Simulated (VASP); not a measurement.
# HfSi (Pnma) in VASP: a series of runs

Runs on HfSi. Level: PBEsol. Tasks: single point.

All numbers are computed with VASP 6.6.1; they aren't measurements. Logs are shortened: lines on timing, memory, paths and dates and some standing lists are left out, and cuts for length are marked.

### 1 The cell of the first run

Symmetry: Pnma, No. 62, orthorhombic system. Conventional cell: a = 6.822 Å, b = 3.760 Å, c = 5.202 Å, α = 90.00°, β = 90.00°, γ = 90.00°. Hf (site symmetry m) has 7 Si at 2.69 to 2.87 Å and 6 Hf at 3.32 to 3.37 Å within 3.5 Å. Si (site symmetry m) has 2 Si at 2.45 Å and 7 Hf at 2.69 to 2.87 Å within 3.2 Å.

### 2 Single point, PBEsol

Input file INCAR:

```
PREC = Accurate ; ENCUT = 520
EDIFF = 1E-7 ; ISMEAR = 0
SIGMA = 0.1 ; LREAL = F
LASPH = T ; NELM = 60
ALGO = Fast ; ISIF = 2
LWAVE = F ; LCHARG = T
GGA = PS ; LELF = T
LVHAR = T ; NBANDS = 38
```

Input file KPOINTS:

```
Automatic mesh
0
Gamma
  6 10 8
```

Input file POSCAR:

```
HfSi
1.0
    6.8218119257      0.0000000000      0.0000000000
    0.0000000000      3.7596398356      0.0000000000
    0.0000000000      0.0000000000      5.2017439118
Hf Si
4 4
Direct
    0.1755908221      0.2500000000      0.1264896848
    0.3244091779      0.7500000000      0.6264896848
    0.6755908221      0.2500000000      0.3735103152
    0.8244091779      0.7500000000      0.8735103152
    0.0430603597      0.2500000000      0.6402012504
    0.4569396403      0.7500000000      0.1402012504
    0.5430603597      0.2500000000      0.8597987496
    0.9569396403      0.7500000000      0.3597987496
```

Potentials or basis: VASP PAW PBE potentials, release 64 (Hf_pv, Si).

Run with:

```
cat potpaw_PBE.64/Hf_pv/POTCAR potpaw_PBE.64/Si/POTCAR > POTCAR
mpirun -np 1 vasp_std > vasp.out
```

OUTCAR:

```text
PREC = Accurate
   ENCUT = 520
   EDIFF = 1E-7
   ISMEAR = 0
   LREAL = F
   LASPH = T
   NELM = 60
   ISIF = 2
   GGA = PS

 ion  position               nearest neighbor table
   1  0.176  0.250  0.126-   5 2.69   6 2.69   6 2.69   8 2.69   8 2.69   5 2.82   7 2.87   4 3.32
                             4 3.32   2 3.37   2 3.37   2 3.37   2 3.37   3 3.64   3 3.64
   2  0.324  0.750  0.626-   6 2.69   5 2.69   5 2.69   7 2.69   7 2.69   6 2.82   8 2.87   3 3.32
                             3 3.32   1 3.37   1 3.37   1 3.37   1 3.37   4 3.64   4 3.64
   3  0.676  0.250  0.374-   7 2.69   8 2.69   8 2.69   6 2.69   6 2.69   7 2.82   5 2.87   2 3.32
                             2 3.32   4 3.37   4 3.37   4 3.37   4 3.37   1 3.64   1 3.64
   4  0.824  0.750  0.874-   8 2.69   7 2.69   7 2.69   5 2.69   5 2.69   8 2.82   6 2.87   1 3.32
                             1 3.32   3 3.37   3 3.37   3 3.37   3 3.37   2 3.64   2 3.64
   5  0.043  0.250  0.640-   8 2.45   8 2.45   1 2.69   2 2.69   2 2.69   4 2.69   4 2.69   1 2.82
                             3 2.87
   6  0.457  0.750  0.140-   7 2.45   7 2.45   2 2.69   1 2.69   1 2.69   3 2.69   3 2.69   2 2.82
                             4 2.87
   7  0.543  0.250  0.860-   6 2.45   6 2.45   3 2.69   4 2.69   4 2.69   2 2.69   2 2.69   3 2.82
                             1 2.87
   8  0.957  0.750  0.360-   5 2.45   5 2.45   4 2.69   3 2.69   3 2.69   1 2.69   1 2.69   4 2.82
                             2 2.87

  LATTYP: Found a simple orthorhombic cell.
 ALAT       =     3.7596398356
 B/A-ratio  =     1.3835750602
 C/A-ratio  =     1.8144854890

  Lattice vectors:

 A1 = (   0.0000000000,   3.7596398356,   0.0000000000)
 A2 = (   0.0000000000,   0.0000000000,   5.2017439118)
 A3 = (   6.8218119257,   0.0000000000,   0.0000000000)

Analysis of symmetry for initial positions (statically):
=====================================================================
 Subroutine PRICEL returns:
 Original cell was already a primitive cell.

 Routine SETGRP: Setting up the symmetry group for a
 simple orthorhombic supercell.

 Subroutine GETGRP returns: Found  8 space group operations
 (whereof  2 operations were pure point group operations)
 out of a pool of  8 trial point group operations.

The static configuration has the point symmetry S_2 .
 The point group associated with its full space group is D_2h.

Analysis of symmetry for dynamics (positions and initial velocities):
=====================================================================
 Subroutine PRICEL returns:
 Original cell was already a primitive cell.

 Routine SETGRP: Setting up the symmetry group for a
 simple orthorhombic supercell.

 Subroutine GETGRP returns: Found  8 space group operations
 (whereof  2 operations were pure point group operations)
 out of a pool of  8 trial point group operations.

The dynamic configuration has the point symmetry S_2 .
 The point group associated with its full space group is D_2h.

 Subroutine INISYM returns: Found  8 space group operations
 (whereof  2 operations are pure point group operations),
 and found     1 'primitive' translations

----------------------------------------------------------------------------------------

                                     Primitive cell

  volume of cell :     133.4120

  direct lattice vectors                    reciprocal lattice vectors
     6.821811926  0.000000000  0.000000000     0.146588621  0.000000000  0.000000000
     0.000000000  3.759639836  0.000000000     0.000000000  0.265982925  0.000000000
     0.000000000  0.000000000  5.201743912     0.000000000  0.000000000  0.192243220

  length of vectors
     6.821811926  3.759639836  5.201743912     0.146588621  0.265982925  0.192243220

  position of ions in fractional coordinates (direct lattice)
     0.175590822  0.250000000  0.126489685
     0.324409178  0.750000000  0.626489685
     0.675590822  0.250000000  0.373510315
     0.824409178  0.750000000  0.873510315
     0.043060360  0.250000000  0.640201250
     0.456939640  0.750000000  0.140201250
     0.543060360  0.250000000  0.859798750
     0.956939640  0.750000000  0.359798750

  ion indices of the primitive-cell ions
   primitive index   ion index
                 1           1
                 2           2
                 3           3
                 4           4
                 5           5
                 6           6
                 7           7
                 8           8

----------------------------------------------------------------------------------------

 KPOINTS: Automatic mesh

Automatic generation of k-mesh.
 Grid dimensions read from file:
 generate k-points for:    6   10    8

 Generating k-lattice:

  Cartesian coordinates                     Fractional coordinates (reciprocal lattice)
     0.024431437  0.000000000  0.000000000     0.166666667  0.000000000  0.000000000
     0.000000000  0.026598292  0.000000000     0.000000000  0.100000000  0.000000000
     0.000000000  0.000000000  0.024030403     0.000000000  0.000000000  0.125000000

  Length of vectors
     0.024431437  0.026598292  0.024030403

  Shift w.r.t. Gamma in fractional coordinates (k-lattice)
     0.000000000  0.000000000  0.000000000

 Subroutine IBZKPT returns following result:
 ===========================================

 Found    120 irreducible k-points:

 Following reciprocal coordinates:
            Coordinates               Weight
  0.000000  0.000000  0.000000      1.000000
  0.166667  0.000000  0.000000      2.000000
  0.333333  0.000000  0.000000      2.000000
  0.500000  0.000000  0.000000      1.000000
  0.000000  0.100000  0.000000      2.000000
  0.166667  0.100000  0.000000      4.000000
[... 16 lines left out ...]
  0.333333  0.500000  0.000000      2.000000
  0.500000  0.500000  0.000000      1.000000
 [... further k-points ...]
   k-points           NKPTS =    120   k-points in BZ     NKDIM =    120   number of bands    NBANDS=     38
   number of dos      NEDOS =    301   number of ions     NIONS =      8
   total plane-waves  NPLWV =  60480
   dimension x,y,z NGX =    54 NGY =   28 NGZ =   40
   dimension x,y,z NGXF=   108 NGYF=   56 NGZF=   80
   ions per type =               4   4
   NGX,Y,Z   is equivalent  to a cutoff of  13.16, 12.38, 12.78 a.u.
   NGXF,Y,Z  is equivalent  to a cutoff of  26.32, 24.76, 25.57 a.u.
 SYSTEM =  unknown system
   PREC   = accura    normal or accurate (medium, high low for compatibility)
   ISTART =      0    job   : 0-new  1-cont  2-samecut
   ICHARG =      2    charge: 1-file 2-atom 10-const
   ISPIN  =      1    spin polarized calculation?
   LNONCOLLINEAR =      F non collinear calculations
   LSORBIT =      F    spin-orbit coupling
   LASPH  =      T    aspherical Exc in radial PAW
   ENCUT  =  520.0 eV  38.22 Ry    6.18 a.u.  12.68  6.99  9.67*2*pi/ulx,y,z
   NELM   =     60;   NELMIN=  2; NELMDL= -5     # of ELM steps
   EDIFF  = 0.1E-06   stopping-criterion for ELM
   LREAL  =      F    real-space projection
   EDIFFG = 0.1E-05   stopping-criterion for IOM
   NSW    =      0    number of steps for IOM
   IBRION =     -1    ionic relax: 0-MD 1-quasi-New 2-CG
   NFREE  =      0    steps in history (QN), initial steepest desc. (CG)
   ISIF   =      2    stress and relaxation
   ISYM   =      2    0-nonsym 1-usesym 2-fastsym
   POTIM  = 0.5000    time-step for ionic-motion
   TEBEG  =    0.0;   TEEND  =   0.0 temperature during run
   PSTRESS=    0.0 pullay stress
   NELECT =      56.0000    total number of electrons
   NUPDOWN=      -1.0000    fix difference up-down
   EMIN   =  10.00;   EMAX   =-10.00  energy-range for DOS
   EFERMI =   0.00;   METHOD = LEGACY
   ISMEAR =     0;   SIGMA  =   0.10  broadening in eV -4-tet -1-fermi 0-gaus
   EFERMI_NEDOS =   21; number of points for ismear=-14 and -15
   IALGO  =     68    algorithm
   IMIX   =      4    mixing-type and parameters
     AMIX     =   0.40;   BMIX     =  1.00
     AMIX_MAG =   1.60;   BMIX_MAG =  1.00
  volume/ion in A,a.u.               =      16.68       112.54
  Fermi-wavevector in a.u.,A,eV,Ry     =   1.225761  2.316353 20.442623  1.502490
  Thomas-Fermi vector in A             =   2.360787
   LORBIT       =      0    0 simple, 1 ext, 2 COOP (PROOUT), +10 PAW based schemes
   GGA     = PS    functional components
   LHFCALC =     F    Hartree Fock is set to
   AEXX    =    0.0000 exact exchange contribution
   IVDW    =     0    specifies the selected vdW correction
   LEPSILON=     F    determine dielectric tensor
   LRPA    =     F    only Hartree local field effects (RPA)
 non-spin polarized calculation
 RMM-DIIS sequential band-by-band and
 Gauss-broadening in eV      SIGMA  =   0.10
  energy-cutoff  :      520.00
  volume of cell :      133.41
 maximum number of plane-waves:      3636
 NGX is ok and might be reduce to    54
   NGX = 25   NGY = 13   NGZ = 19

 number of electron      56.0000003 magnetization

 Free energy of the ion-electron system (eV)
  ---------------------------------------------------
  ext. energy  EPLUGINS =         0.00000000
  ---------------------------------------------------
  free energy    TOTEN  =       -72.21378443 eV

  energy without entropy =      -72.20539790  energy(sigma->0) =      -72.20959117

 E-fermi :   7.5753     XC(G=0): -11.7383

 val. band max:        7.5556611840   @ k =   0.0000   0.1000   0.3750
 cond. band min:       7.5848955931   @ k =   0.1667   0.2000   0.3750
 fundamental gap:      0.0292344092
 Fermi energy:         7.5753271629

 k-point     1 :       0.0000    0.0000    0.0000
  band No.  band energies     occupation
      1     -23.0251      2.00000
      2     -23.0245      2.00000
      3     -22.9838      2.00000
      4     -22.9086      2.00000
      5     -22.8994      2.00000
      6     -22.8769      2.00000
[... 30 lines left out ...]
     37      10.9137      0.00000
     38      11.3835      0.00000
[... 941 lines left out ...]
     37      11.4443      0.00000
     38      11.4446      0.00000

 [... further k-points ...]

------------------------ aborting loop because EDIFF is reached ----------------------------------------

  FORCE on cell =-STRESS in cart. coord.  units (eV):
  Direction    XX          YY          ZZ          XY          YZ          ZX
  --------------------------------------------------------------------------------------
  -------------------------------------------------------------------------------------
  Total        0.0740307      0.0677833      0.0445834      0.0000000      0.0000000      0.0000000
  in kB        0.8890527      0.8140260      0.5354132      0.0000000      0.0000000      0.0000000
  external PRESSURE =       0.7461640 kB  Pullay stress =       0.0000000 kB

 VOLUME and BASIS-vectors are now :
 -----------------------------------------------------------------------------
  energy-cutoff  :      520.00
  volume of cell :      133.41
      direct lattice vectors                 reciprocal lattice vectors
     6.821811926  0.000000000  0.000000000     0.146588621  0.000000000  0.000000000
     0.000000000  3.759639836  0.000000000     0.000000000  0.265982925  0.000000000
     0.000000000  0.000000000  5.201743912     0.000000000  0.000000000  0.192243220

 POSITION                                       TOTAL-FORCE (eV/Angst)
 -----------------------------------------------------------------------------------
      1.19785      0.93991      0.65797        -0.000388     -0.000000     -0.006758
      2.21306      2.81973      3.25884         0.000388     -0.000000     -0.006758
      4.60875      0.93991      1.94291        -0.000388      0.000000      0.006758
      5.62396      2.81973      4.54378         0.000388      0.000000      0.006758
      0.29375      0.93991      3.33016        -0.005102      0.000000     -0.009086
      3.11716      2.81973      0.72929         0.005102      0.000000     -0.009086
      3.70466      0.93991      4.47245        -0.005102      0.000000      0.009086
      6.52806      2.81973      1.87158         0.005102     -0.000000      0.009086
 -----------------------------------------------------------------------------------
    total drift:                                0.000000      0.000000     -0.000000

  FREE ENERGIE OF THE ION-ELECTRON SYSTEM (eV)
  ---------------------------------------------------
  free  energy   TOTEN  =       -72.2137844315 eV

  energy  without entropy=      -72.2053979040  energy(sigma->0) =      -72.20959117
```

Wall time 15 min (1 thread of Oxide Virtual Turin-like, shared host); peak memory 0.53 GiB.

What came out:

```yaml
Free_energy: -72.2138 eV
Pressure: 0.1 GPa
Largest_force: 0.010 eV/Å
Band_gap_on_the_k_mesh: zero (bands 28 and 29 overlap by 0.40 eV)
```

Forces on the atoms (eV/Å):
```
Hf   0.000  0.000 -0.007
Hf   0.000  0.000 -0.007
Hf   0.000  0.000  0.007
Hf   0.000  0.000  0.007
Si  -0.005  0.000 -0.009
Si   0.005  0.000 -0.009
Si  -0.005  0.000  0.009
Si   0.005  0.000  0.009
```

Caveat: the PAW data sets were made with another functional, which shifts forces and pressure a little; spin-orbit coupling is left out, which moves the levels of the heavy elements.

### 3 Single point, PBEsol (17.18 Å³/atom)

This run uses another cell than the first one, of 17.18 Å³/atom.

Input file INCAR:

```
SYSTEM = HfSi
PREC = Accurate
ENCUT = 520
EDIFF = 1E-7
ISMEAR = 0
SIGMA = 0.1
LREAL = .False.
LASPH = .True.
NELM = 100
ALGO = Fast
ISIF = 2
LWAVE = .False.
LCHARG = .False.
GGA = PS
NBANDS = 38
```

Input file KPOINTS:

```
Automatic mesh
0
Gamma
  6 10 8
  0 0 0
```

Input file POSCAR:

```
HfSi
1.0
    6.8925806444      0.0000000000      0.0000000000
    0.0000000000      3.7992739741      0.0000000000
    0.0000000000      0.0000000000      5.2474669019
Hf Si
4 4
Direct
    0.1759452533      0.2500000000      0.1269038130
    0.3240547467      0.7500000000      0.6269038130
    0.6759452533      0.2500000000      0.3730961870
    0.8240547467      0.7500000000      0.8730961870
    0.0431085152      0.2500000000      0.6406586774
    0.4568914848      0.7500000000      0.1406586774
    0.5431085152      0.2500000000      0.8593413226
    0.9568914848      0.7500000000      0.3593413226
```

Potentials or basis: VASP PAW PBE potentials, release 64 (Hf_pv, Si).

Run with:

```
cat potpaw_PBE.64/Hf_pv/POTCAR potpaw_PBE.64/Si/POTCAR > POTCAR
mpirun -np 1 vasp_std > vasp.out
```

It took 25 min on 1 thread of Oxide Virtual Turin-like, shared host; peak memory 0.54 GiB.

Results (log left out):

| Quantity | Value |
| --- | --- |
| Free energy | -72.1585 eV |
| Pressure | -4.4 GPa |
| Largest force | 0.007 eV/Å |
| Band gap on the k mesh | zero (bands 28 and 29 overlap by 0.39 eV) |

Forces on the atoms (eV/Å):
```
Hf   0.000  0.000 -0.007
Hf   0.000  0.000 -0.007
Hf   0.000  0.000  0.007
Hf   0.000  0.000  0.007
Si  -0.003  0.000 -0.005
Si   0.003  0.000 -0.005
Si  -0.003  0.000  0.005
Si   0.003  0.000  0.005
```

Levels at points of the mesh, in eV from the Fermi level:
```
           k point  band 25  band 26  band 27  band 28  band 29  band 30  band 31  band 32
(0.00, 0.00, 0.00)    -0.80    -0.55    -0.31    -0.26     0.35     0.63     0.89     1.25
(0.50, 0.00, 0.00)    -0.90    -0.90    -0.57    -0.57     0.03     0.03     1.05     1.05
(0.00, 0.50, 0.00)    -2.08    -2.08    -1.70    -1.70     2.00     2.00     2.42     2.42
(0.50, 0.50, 0.00)    -2.00    -2.00    -2.00    -2.00     2.76     2.76     2.76     2.76
(0.00, 0.00, 0.50)    -1.20    -1.20    -0.24    -0.24     0.86     0.86     0.90     0.90
(0.50, 0.00, 0.50)    -1.25    -1.25    -0.76    -0.76     0.52     0.52     1.25     1.25
(0.00, 0.50, 0.50)    -0.79    -0.79    -0.56    -0.56    -0.04    -0.04     0.87     0.87
(0.50, 0.50, 0.50)    -1.67    -1.67    -1.67    -1.67     1.89     1.89     1.89     1.89
```

Caveat: the cell stands under tension; the PAW data sets were made with another functional, which shifts forces and pressure a little; spin-orbit coupling is left out, which moves the levels of the heavy elements.

The gap in the log of VASP goes by the Fermi energy; the results here count the filled bands.